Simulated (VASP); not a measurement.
Set up this calculation in VASP 6.6.1, as the native input.

| Item | Value |
| --- | --- |
| Task | single point |
| Functional | PBEsol |
| Potentials or basis | VASP PAW PBE potentials, release 64 (Mg, S) |
| Cutoff | 520 eV |
| k mesh | 9 × 9 × 8 |
| Occupations | gaussian, width 0.05 eV |
| Spin | no spin polarisation |
| Dipole correction | no |
| Further INCAR settings | ALGO = Normal; EDIFF = 1e-07; NBANDS = 16; ISYM = 0 |

The structure of MgS lies in POSCAR:

```
MgS
1.0
    0.0000000000     -2.8258952279     -2.8258952279
   -2.8258952279      0.0000000000     -2.8258952279
    2.8258952279      2.8258952279     -5.6517904558
Mg S
2 2
Direct
    0.0034727112      0.0034727112     -0.0104196587
    0.4965272888      0.4965272888      0.5104196587
    0.3765685810      0.3765685810      0.8702954498
    0.8734314190      0.8734314190      0.3797045502
```

This cell differs from its parent crystal: atoms displaced along a vibrational mode.

These files were run (other wordings do the same):

INCAR

```
PREC     = Accurate       # precision mode
ENCUT    = 520            # plane-wave cutoff, eV
EDIFF    = 1E-7           # SCF threshold, eV
ISMEAR   = 0              # smearing method
SIGMA    = 0.05           # smearing width, eV
LREAL    = False          # projectors in reciprocal space
LASPH    = True           # aspherical terms in the spheres
NELM     = 60             # most SCF steps
ALGO     = Normal         # electronic algorithm
ISIF     = 2              # what is computed and relaxed
LWAVE    = False          # write WAVECAR
LCHARG   = False          # write CHGCAR
GGA      = PS             # functional
NBANDS   = 16             # bands
ISYM     = 0
```

KPOINTS

```
regular mesh
0
Gamma
  9 9 8
```

Potentials or basis: VASP PAW PBE potentials, release 64 (Mg, S).

Launch:

```sh
$ cat potpaw_PBE.64/Mg/POTCAR potpaw_PBE.64/S/POTCAR > POTCAR
$ mpirun -np 1 vasp_std > vasp.out
```

Results of the run:

The pressure is 0.2 GPa and the largest force is 0.816 eV/Å. The band gap on the k mesh is 3.16 eV.

Caveat: the cell differs from its parent crystal (atoms displaced along a vibrational mode); the PAW data sets were made with another functional, which shifts forces and pressure a little.

Run time: 8.5 min on 1 thread of Oxide Virtual Turin-like Processor, on a shared host, peak memory 0.5 GiB.
